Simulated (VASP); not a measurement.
Runs of VASP 6.6.1 on HfN (vib). The structure is that of space group Fm-3m (No. 225), or close to it. The cells are those of the table. 

```csv
task,cell,k mesh,smearing,gap on the mesh (eV),pressure (GPa),relaxed volume (Å³/atom)
single point,"a = 3.159 Å, angles 60.0°, 2 atoms",12 × 12 × 12,gaussian 0.1 eV,none,-1.3,-
single point,"a = 3.190 Å, angles 60.0°, 2 atoms",8 × 8 × 8,gaussian 0.1 eV,none,-9.3,-
relaxation of cell and atoms,"relaxed from a = 3.159 Å, angles 60.0°, 2 atoms",12 × 12 × 12,fermi-dirac 0.15 eV,none,0.0,11.11
relaxation of cell and atoms,"relaxed from a = 3.190 Å, angles 60.0°, 2 atoms",12 × 12 × 12,gaussian 0.1 eV,none,0.0,(a)
single point,"a = 3.160 Å, angles 60.0°, 2 atoms",12 × 12 × 12,fermi-dirac 0.15 eV,none,-1.3,-
```

Alike in all rows: level LDA; potentials or basis VASP PAW LDA potentials, release 64 (Hf_pv, N); no spin polarisation; cutoff (eV) 600.

Q: Estimate the missing entries.

A: (a) 11.10.

Caveats: spin-orbit coupling is left out, which moves the levels of the heavy elements.

A k mesh can miss the band edges, and the runs leave out spin-orbit coupling on Hf.

A gap of «none» marks levels without a gap at the run's occupations.
